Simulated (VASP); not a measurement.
# Hf (P6_3/mmc) in VASP: relaxation of cell and atoms with r2SCAN

Aim: the relaxation of cell and atoms of Hf with r2SCAN.

All numbers are computed with VASP 6.6.1; they aren't measurements. Logs are shortened: lines on timing, memory, paths and dates and some standing lists are left out, and cuts for length are marked.

## Step 1: The cell of the first run

The structure is hexagonal, space group P6_3/mmc (No. 194). Conventional cell: a = 3.197 Å, b = 3.197 Å, c = 5.058 Å, α = 90.00°, β = 90.00°, γ = 120.00°. Hf (site symmetry -6m2) has 12 Hf at 3.13 to 3.20 Å within 4.1 Å.

## Step 2: Relaxation of cell and atoms, r2SCAN

Input file POSCAR:

```
Hf
1.0
    3.1967000000      0.0000000000      0.0000000000
   -1.5983500000      2.7684230000      0.0000000000
    0.0000000000      0.0000000000      5.0578000000
Hf
2
Direct
    0.3333333333      0.6666666667      0.2500000000
    0.6666666667      0.3333333333      0.7500000000
```

Input file INCAR.step1:

```
PREC = Accurate
ENCUT = 600
ISMEAR = -1
SIGMA = 0.1
LREAL = F
LASPH = T
NELM = 80
GGA = PE
ALGO = Normal
EDIFF = 1E-4
LWAVE = T
LCHARG = F
```

Input file INCAR.step2:

```
PREC = Accurate
ENCUT = 600
EDIFF = 1E-6
ISMEAR = -1
SIGMA = 0.1
LREAL = F
LASPH = T
NELM = 80
ALGO = Normal
ISIF = 3
LWAVE = F
LCHARG = F
METAGGA = R2SCAN
LMIXTAU = T
IBRION = 2
NSW = 80
EDIFFG = -0.02
ISTART = 1
```

Input file KPOINTS:

```
Automatic mesh
0
Gamma
  16 16 9
```

Potentials or basis: VASP PAW PBE potentials, release 64 (Hf_pv).

On the command line:

```
cat potpaw_PBE.64/Hf_pv/POTCAR > POTCAR
cp INCAR.step1 INCAR
mpirun -np 1 vasp_std > vasp.out
cp INCAR.step2 INCAR
mpirun -np 1 vasp_std > vasp.out
```

OUTCAR:

```text
PREC = Accurate
   ENCUT = 600
   EDIFF = 1E-6
   ISMEAR = -1
   LREAL = F
   LASPH = T
   NELM = 80
   ISIF = 3
   METAGGA = R2SCAN
   IBRION = 2
   NSW = 80
   EDIFFG = -0.02
   ISTART = 1

 ion  position               nearest neighbor table
   1  0.333  0.667  0.250-   2 3.13   2 3.13   2 3.13   2 3.13   2 3.13   2 3.13
   2  0.667  0.333  0.750-   1 3.13   1 3.13   1 3.13   1 3.13   1 3.13   1 3.13

  LATTYP: Found a hexagonal cell.
 ALAT       =     3.1967000000
 C/A-ratio  =     1.5821941377

  Lattice vectors:

 A1 = (   3.1967000000,   0.0000000000,   0.0000000000)
 A2 = (  -1.5983500000,   2.7684230000,   0.0000000000)
 A3 = (   0.0000000000,   0.0000000000,   5.0578000000)

Analysis of symmetry for initial positions (statically):
=====================================================================
 Subroutine PRICEL returns:
 Original cell was already a primitive cell.

 Routine SETGRP: Setting up the symmetry group for a
 hexagonal supercell.

 Subroutine GETGRP returns: Found 24 space group operations
 (whereof 12 operations were pure point group operations)
 out of a pool of 24 trial point group operations.

The static configuration has the point symmetry D_3d.
 The point group associated with its full space group is D_6h.

Analysis of symmetry for dynamics (positions and initial velocities):
=====================================================================
 Subroutine PRICEL returns:
 Original cell was already a primitive cell.

 Routine SETGRP: Setting up the symmetry group for a
 hexagonal supercell.

 Subroutine GETGRP returns: Found 24 space group operations
 (whereof 12 operations were pure point group operations)
 out of a pool of 24 trial point group operations.

The dynamic configuration has the point symmetry D_3d.
 The point group associated with its full space group is D_6h.

 Subroutine INISYM returns: Found 24 space group operations
 (whereof 12 operations are pure point group operations),
 and found     1 'primitive' translations

----------------------------------------------------------------------------------------

                                     Primitive cell

  volume of cell :      44.7606

  direct lattice vectors                    reciprocal lattice vectors
     3.196700000  0.000000000  0.000000000     0.312822598  0.180608238  0.000000000
    -1.598350000  2.768423000  0.000000000     0.000000000  0.361216476  0.000000000
[... 101 lines left out ...]
   EFERMI_NEDOS =   21; number of points for ismear=-14 and -15
   IALGO  =     38    algorithm
   IMIX   =      4    mixing-type and parameters
     AMIX     =   0.40;   BMIX     =  1.00
     AMIX_MAG =   1.60;   BMIX_MAG =  1.00
  volume/ion in A,a.u.               =      22.38       151.03
  Fermi-wavevector in a.u.,A,eV,Ry     =   1.251563  2.365112 21.312313  1.566411
  Thomas-Fermi vector in A             =   2.385505
   LORBIT       =      0    0 simple, 1 ext, 2 COOP (PROOUT), +10 PAW based schemes
   METAGGA = R2SCAN    functional components
   LHFCALC =     F    Hartree Fock is set to
   AEXX    =    0.0000 exact exchange contribution
   IVDW    =     0    specifies the selected vdW correction
   LEPSILON=     F    determine dielectric tensor
   LRPA    =     F    only Hartree local field effects (RPA)
 conjugate gradient relaxation of ions
 non-spin polarized calculation
  energy-cutoff  :      600.00
  volume of cell :       44.76
 maximum number of plane-waves:      1518
 NGX is ok and might be reduce to    28
   NGX = 13   NGY = 13   NGZ = 21

--------------------------------------- Ionic step        1  -------------------------------------------

 number of electron      20.0000001 magnetization

 Free energy of the ion-electron system (eV)
  ---------------------------------------------------
  ext. energy  EPLUGINS =         0.00000000
  ---------------------------------------------------
  free energy    TOTEN  =       -90.32498500 eV

  energy without entropy =      -90.27784008  energy(sigma->0) =      -90.30141254

------------------------ aborting loop because EDIFF is reached ----------------------------------------

  FORCE on cell =-STRESS in cart. coord.  units (eV):
  Direction    XX          YY          ZZ          XY          YZ          ZX
  --------------------------------------------------------------------------------------
  -------------------------------------------------------------------------------------
  Total       -0.1479321     -0.1479321     -0.2706088     -0.0000000      0.0000000     -0.0000000
  in kB       -5.2951357     -5.2951341     -9.6862687     -0.0000000      0.0000000     -0.0000000
  external PRESSURE =      -6.7588462 kB  Pullay stress =       0.0000000 kB
[... 59 lines left out ...]
--------------------------------------- Ionic step        3  -------------------------------------------

 number of electron      20.0000000 magnetization

 Free energy of the ion-electron system (eV)
  ---------------------------------------------------
  ext. energy  EPLUGINS =         0.00000000
  ---------------------------------------------------
  free energy    TOTEN  =       -90.32563493 eV

  energy without entropy =      -90.27875605  energy(sigma->0) =      -90.30219549

 E-fermi :   4.8604     XC(G=0): -12.1839

 val. band max:        4.8479193829   @ k =   0.3750   0.1875   0.3333
 cond. band min:       4.8648024814   @ k =   0.1875   0.0000   0.2222
 fundamental gap:      0.0168830986
 Fermi energy:         4.8604096420

 k-point     1 :       0.0000    0.0000    0.0000
  band No.  band energies     occupation
      1     -27.3694      2.00000
      2     -26.5879      2.00000
      3     -26.5879      2.00000
      4     -26.4558      2.00000
      5     -26.4558      2.00000
      6     -26.4552      2.00000
      7      -2.9019      2.00000
      8       1.0102      2.00000
      9       5.3088      0.02232
     10       6.2043      0.00000
     11       6.2043      0.00000
     12       6.5248      0.00000
     13       7.0866      0.00000
     14       7.0866      0.00000
[... 377 lines left out ...]
      1     -27.0524      2.00000
      2     -27.0293      2.00000
      3     -26.9695      2.00000
      4     -26.7663      2.00000
      5     -26.6331      2.00000
      6     -26.6230      2.00000
      7       0.7406      2.00000
      8       2.9567      2.00000
      9       3.1140      2.00000
     10       3.5057      2.00000
     11       5.4124      0.00798
     12       6.0017      0.00002
     13       6.2474      0.00000
     14       8.9056      0.00000

 [... further k-points ...]
[... 5 lines left out ...]
  --------------------------------------------------------------------------------------
  -------------------------------------------------------------------------------------
  Total        0.0293840      0.0293840     -0.0378918      0.0000000      0.0000000      0.0000000
  in kB        1.0584244      1.0584240     -1.3648780      0.0000000      0.0000000      0.0000000
  external PRESSURE =       0.2506568 kB  Pullay stress =       0.0000000 kB
[... 17 lines left out ...]
  FREE ENERGIE OF THE ION-ELECTRON SYSTEM (eV)
  ---------------------------------------------------
  free  energy   TOTEN  =       -90.3256349331 eV

  energy  without entropy=      -90.2787560486  energy(sigma->0) =      -90.30219549

 reached required accuracy - stopping structural energy minimisation
```

Wall time 10 min (1 thread of Intel Xeon 6975P-C, shared host); peak memory 0.27 GiB.

Results:

| Item | Value |
| --- | --- |
| Free energy | -90.3256 eV |
| Relaxed volume | 22.24 Å³/atom |
| Relaxed cell | a = 3.191 Å, b = 3.191 Å, c = 5.043 Å, α = 90.00°, β = 90.00°, γ = 120.00° |
| Space group after relaxing (to 0.05 Å) | P6_3/mmc (No. 194) |
| Energy gained by relaxing | 0.3 meV/atom |
| Ionic steps | 3 |
| Pressure after relaxing | 0.0 GPa |
| Band gap on the k mesh | zero (band 10 reaches 6.20 eV, above the bottom of band 11 at 4.39 eV) |

The path:
```
step  energy change (eV)  largest force (eV/Å)  pressure (GPa)  volume (Å³)
   1              0.0000                0.0000           -0.68        44.76
   2              0.0002                0.0000            0.87        44.15
   3             -0.0006                0.0000            0.03        44.48
```

Final structure:
```cif
data_structure
_symmetry_space_group_name_H-M 'P 1'
_symmetry_Int_Tables_number 1
_cell_length_a 3.1915
_cell_length_b 3.1915
_cell_length_c 5.0426
_cell_angle_alpha 90.000
_cell_angle_beta 90.000
_cell_angle_gamma 120.000
_cell_volume 44.48
loop_
_atom_site_label
_atom_site_type_symbol
_atom_site_fract_x
_atom_site_fract_y
_atom_site_fract_z
_atom_site_occupancy
Hf1 Hf 0.33333 0.66667 0.25000 1
Hf2 Hf 0.66667 0.33333 0.75000 1
```

Levels at points of the mesh, in eV from the Fermi level:
| k point | band 8 | band 9 | band 10 | band 11 | band 12 | band 13 |
| --- | --- | --- | --- | --- | --- | --- |
| (0.00, 0.00, 0.00) | -3.85 | 0.45 | 1.34 | 1.34 | 1.66 | 2.23 |
| (0.50, 0.00, 0.00) | -2.86 | -2.33 | -1.00 | 0.95 | 0.98 | 1.85 |

Caveat: the PAW data sets were made with another functional, which shifts forces and pressure a little; spin-orbit coupling is left out, which moves the levels of the heavy elements.
